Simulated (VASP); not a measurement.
# TcAs2 (Fm-3m) in VASP: relaxation of cell and atoms with PBEsol

Aim: the relaxation of cell and atoms of TcAs2 with PBEsol.

Program: VASP 6.6.1. These are calculated values, not measurements. Logs are shortened: lines on timing, memory, paths and dates and some standing lists are left out, and cuts for length are marked.

## Step 1: The cell of the first run

The structure is cubic, space group Fm-3m (No. 225). Conventional cell: a = 5.970 Å, b = 5.970 Å, c = 5.970 Å, α = 90.00°, β = 90.00°, γ = 90.00°. Within 3.4 Å of Tc (site symmetry m-3m) lie 8 As at 2.59 Å. Within 3.4 Å of As (site symmetry -43m) lie 4 Tc at 2.59 Å and 6 As at 2.98 to 2.99 Å.

## Step 2: Relaxation of cell and atoms, PBEsol

INCAR reads:

```
SYSTEM = TcAs2
ALGO = Normal
EDIFF = 1E-7
EDIFFG = -0.02
ENCUT = 500
GGA = PS
GGA_COMPAT = .False.
IBRION = 2
ISIF = 3
ISMEAR = -1
LASPH = .True.
LCHARG = .False.
LREAL = .False.
LWAVE = .False.
NELM = 120
NELMIN = 4
NSW = 50
PREC = Accurate
SIGMA = 0.1
```

KPOINTS reads:

```
k-points
0
Gamma
  6 6 6
  0 0 0
```

POSCAR reads:

```
TcAs2
1.0
    0.0000000000      2.9850000000      2.9850000000
    2.9850000000      0.0000000000      2.9850000000
    2.9850000000      2.9850000000      0.0000000000
Tc As
1 2
Direct
    0.0000000000      0.0000000000      0.0000000000
    0.2500000000      0.2500000000      0.2500000000
    0.7500000000      0.7500000000      0.7500000000
```

Potentials or basis: VASP PAW PBE potentials, release 64 (Tc_pv, As).

Launch:

```sh
$ cat potpaw_PBE.64/Tc_pv/POTCAR potpaw_PBE.64/As/POTCAR > POTCAR
$ mpirun -np 1 vasp_std > vasp.out
```

OUTCAR:

```text
SYSTEM = TcAs2
   EDIFF = 1E-7
   EDIFFG = -0.02
   ENCUT = 500
   GGA = PS
   IBRION = 2
   ISIF = 3
   ISMEAR = -1
   LASPH = .True.
   LREAL = .False.
   NELM = 120
   NELMIN = 4
   NSW = 50
   PREC = Accurate

 ion  position               nearest neighbor table
   1  0.000  0.000  0.000-   2 2.59   3 2.59   3 2.59   3 2.59   3 2.59   2 2.59   2 2.59   2 2.59

   2  0.250  0.250  0.250-   1 2.59   1 2.59   1 2.59   1 2.59
   3  0.750  0.750  0.750-   1 2.59   1 2.59   1 2.59   1 2.59

  LATTYP: Found a face centered cubic cell.
 ALAT       =     5.9700000000

  Lattice vectors:

 A1 = (   0.0000000000,   2.9850000000,   2.9850000000)
 A2 = (   2.9850000000,   0.0000000000,   2.9850000000)
 A3 = (   2.9850000000,   2.9850000000,   0.0000000000)

Analysis of symmetry for initial positions (statically):
=====================================================================
 Subroutine PRICEL returns:
 Original cell was already a primitive cell.

 Routine SETGRP: Setting up the symmetry group for a
 face centered cubic supercell.

 Subroutine GETGRP returns: Found 48 space group operations
 (whereof 48 operations were pure point group operations)
 out of a pool of 48 trial point group operations.

The static configuration has the point symmetry O_h .

Analysis of symmetry for dynamics (positions and initial velocities):
=====================================================================
 Subroutine PRICEL returns:
 Original cell was already a primitive cell.

 Routine SETGRP: Setting up the symmetry group for a
 face centered cubic supercell.

 Subroutine GETGRP returns: Found 48 space group operations
 (whereof 48 operations were pure point group operations)
 out of a pool of 48 trial point group operations.

The dynamic configuration has the point symmetry O_h .

 Subroutine INISYM returns: Found 48 space group operations
 (whereof 48 operations are pure point group operations),
 and found     1 'primitive' translations

----------------------------------------------------------------------------------------

                                     Primitive cell

  volume of cell :      53.1940

  direct lattice vectors                    reciprocal lattice vectors
     0.000000000  2.985000000  2.985000000    -0.167504188  0.167504188  0.167504188
     2.985000000  0.000000000  2.985000000     0.167504188 -0.167504188  0.167504188
[... 71 lines left out ...]
   ICHARG =      2    charge: 1-file 2-atom 10-const
   ISPIN  =      1    spin polarized calculation?
   LNONCOLLINEAR =      F non collinear calculations
   LSORBIT =      F    spin-orbit coupling
   LASPH  =      T    aspherical Exc in radial PAW
   ENCUT  =  500.0 eV  36.75 Ry    6.06 a.u.   7.70  7.70  7.70*2*pi/ulx,y,z
   NELM   =    120;   NELMIN=  4; NELMDL= -5     # of ELM steps
   EDIFF  = 0.1E-06   stopping-criterion for ELM
   LREAL  =      F    real-space projection
   EDIFFG = -.2E-01   stopping-criterion for IOM
   NSW    =     50    number of steps for IOM
   IBRION =      2    ionic relax: 0-MD 1-quasi-New 2-CG
   NFREE  =      1    steps in history (QN), initial steepest desc. (CG)
   ISIF   =      3    stress and relaxation
   ISYM   =      2    0-nonsym 1-usesym 2-fastsym
   POTIM  = 0.5000    time-step for ionic-motion
   TEBEG  =    0.0;   TEEND  =   0.0 temperature during run
   PSTRESS=    0.0 pullay stress
   NELECT =      23.0000    total number of electrons
   NUPDOWN=      -1.0000    fix difference up-down
   EMIN   =  10.00;   EMAX   =-10.00  energy-range for DOS
   EFERMI =   0.00;   METHOD = LEGACY
   ISMEAR =    -1;   SIGMA  =   0.10  broadening in eV -4-tet -1-fermi 0-gaus
   EFERMI_NEDOS =   21; number of points for ismear=-14 and -15
   IALGO  =     38    algorithm
   IMIX   =      4    mixing-type and parameters
     AMIX     =   0.40;   BMIX     =  1.00
     AMIX_MAG =   1.60;   BMIX_MAG =  1.00
  volume/ion in A,a.u.               =      17.73       119.66
  Fermi-wavevector in a.u.,A,eV,Ry     =   1.237931  2.339350 20.850564  1.532473
  Thomas-Fermi vector in A             =   2.372478
   LORBIT       =      0    0 simple, 1 ext, 2 COOP (PROOUT), +10 PAW based schemes
   GGA     = PS    functional components
   LHFCALC =     F    Hartree Fock is set to
   AEXX    =    0.0000 exact exchange contribution
   IVDW    =     0    specifies the selected vdW correction
   LEPSILON=     F    determine dielectric tensor
   LRPA    =     F    only Hartree local field effects (RPA)
 conjugate gradient relaxation of ions
 non-spin polarized calculation
  energy-cutoff  :      500.00
  volume of cell :       53.19
 maximum number of plane-waves:      1363
   NGX = 15   NGY = 15   NGZ = 15

--------------------------------------- Ionic step        1  -------------------------------------------

 number of electron      23.0000005 magnetization

 Free energy of the ion-electron system (eV)
  ---------------------------------------------------
  ext. energy  EPLUGINS =         0.00000000
  ---------------------------------------------------
  free energy    TOTEN  =       -21.27935209 eV

  energy without entropy =      -21.19616991  energy(sigma->0) =      -21.23776100

------------------------ aborting loop because EDIFF is reached ----------------------------------------

  FORCE on cell =-STRESS in cart. coord.  units (eV):
  Direction    XX          YY          ZZ          XY          YZ          ZX
  --------------------------------------------------------------------------------------
  -------------------------------------------------------------------------------------
  Total       -0.6720764     -0.6720764     -0.6720764     -0.0000000     -0.0000000      0.0000000
  in kB      -20.2425970    -20.2425970    -20.2425970     -0.0000000     -0.0000000      0.0000000
  external PRESSURE =     -20.2425970 kB  Pullay stress =       0.0000000 kB
[... 61 lines left out ...]
--------------------------------------- Ionic step        3  -------------------------------------------

 number of electron      23.0000004 magnetization

 Free energy of the ion-electron system (eV)
  ---------------------------------------------------
  ext. energy  EPLUGINS =         0.00000000
  ---------------------------------------------------
  free energy    TOTEN  =       -21.28403898 eV

  energy without entropy =      -21.20202042  energy(sigma->0) =      -21.24302970

 E-fermi :   7.6706     XC(G=0): -11.4965

 val. band max:        7.5588339381   @ k =   0.3333   0.1667   0.0000
 cond. band min:       7.7095735307   @ k =   0.3333   0.3333   0.0000
 fundamental gap:      0.1507395927
 Fermi energy:         7.6705750263

 k-point     1 :       0.0000    0.0000    0.0000
  band No.  band energies     occupation
      1     -30.6441      2.00000
      2     -30.6441      2.00000
      3     -30.6441      2.00000
      4      -6.3073      2.00000
      5       0.3161      2.00000
      6       2.5179      2.00000
      7       2.5179      2.00000
      8       2.5179      2.00000
      9       6.4413      1.99999
     10       6.4413      1.99999
     11       9.7286      0.00000
     12       9.7286      0.00000
     13       9.7286      0.00000
     14      12.1729      0.00000
[... 299 lines left out ...]
  FREE ENERGIE OF THE ION-ELECTRON SYSTEM (eV)
  ---------------------------------------------------
  free  energy   TOTEN  =       -21.2840389839 eV

  energy  without entropy=      -21.2020204168  energy(sigma->0) =      -21.24302970

 reached required accuracy - stopping structural energy minimisation
```

OSZICAR:

```text
N       E                     dE             d eps       ncg     rms          rms(c)
DAV:   1     0.187281324183E+03    0.18728E+03   -0.11407E+04   496   0.130E+03
DAV:   2    -0.164899285776E+02   -0.20377E+03   -0.20173E+03   578   0.326E+02
DAV:   3    -0.217146549397E+02   -0.52247E+01   -0.51927E+01   627   0.597E+01
[... 28 lines left out ...]
DAV:   5    -0.212841186601E+02   -0.25094E-03   -0.29170E-03   557   0.363E-01    0.139E-01
DAV:   6    -0.212840400232E+02    0.78637E-04   -0.63766E-04   599   0.143E-01    0.244E-02
DAV:   7    -0.212840388248E+02    0.11984E-05   -0.33452E-05   561   0.323E-02    0.785E-03
DAV:   8    -0.212840390010E+02   -0.17625E-06   -0.25564E-06   592   0.102E-02    0.123E-03
DAV:   9    -0.212840389839E+02    0.17177E-07   -0.58328E-08   282   0.208E-03
   3 F= -.21284039E+02 E0= -.21243030E+02  d E =-.468689E-02
```

CONTCAR:

```text
TcAs2
   1.00000000000000
    -0.0000000000000000    2.9712906312927925    2.9712906312927925
     2.9712906312927925   -0.0000000000000000    2.9712906312927925
     2.9712906312927925    2.9712906312927925    0.0000000000000000
  Tc              As
     1     2
Direct
     0.0000000000000000    0.0000000000000000    0.0000000000000000
     0.2500000000000000    0.2500000000000000    0.2500000000000000
     0.7500000000000000    0.7500000000000000    0.7500000000000000

  0.00000000E+00  0.00000000E+00  0.00000000E+00
  0.00000000E+00  0.00000000E+00  0.00000000E+00
  0.00000000E+00  0.00000000E+00  0.00000000E+00
```

It took 40 s on 1 thread of AMD EPYC 7R43 (Zen 3), shared host; peak memory 0.15 GiB.

Results:

* Free energy: -21.2840 eV
* Relaxed volume: 17.49 Å³/atom
* Relaxed cell: a = 4.202 Å, b = 4.202 Å, c = 4.202 Å, α = 60.00°, β = 60.00°, γ = 60.00°
* Space group after relaxing (to 0.1 Å): Fm-3m (No. 225)
* Energy gained by relaxing: 1.6 meV/atom
* Ionic steps: 3
* Pressure after relaxing: 0.0 GPa
* Band gap on the k mesh: zero (an odd number of electrons rules out a gap without spin polarisation)

The path:
| step | energy change (eV) | largest force (eV/Å) | pressure (GPa) | volume (Å³) |
| --- | --- | --- | --- | --- |
| 1 | 0.0000 | 0.0000 | -2.02 | 53.19 |
| 2 | 0.0041 | 0.0000 | 2.96 | 51.49 |
| 3 | -0.0047 | 0.0000 | 0.00 | 52.46 |

Final structure:
```
Tc As
1.0
     0.00000    2.97129    2.97129
     2.97129    0.00000    2.97129
     2.97129    2.97129    0.00000
Tc As
1 2
Direct
  0.00000 0.00000 0.00000
  0.25000 0.25000 0.25000
  0.75000 0.75000 0.75000
```

Levels at points of the mesh, in eV from the Fermi level:
```csv
k point,band 8,band 9,band 10,band 11,band 12,band 13,band 14,band 15
"(0.00, 0.00, 0.00)",-5.15,-1.23,-1.23,2.06,2.06,2.06,4.50,4.50
"(0.50, 0.00, 0.00)",-2.58,-1.41,-1.41,-1.13,-0.88,-0.88,2.22,4.47
"(0.50, 0.50, 0.00)",-4.09,-1.89,-1.89,-0.94,-0.51,1.83,4.73,5.08
```

Caveat: the PAW data sets were made with another functional, which shifts forces and pressure a little.

The gap in the log of VASP goes by the Fermi energy; the results here count the filled bands.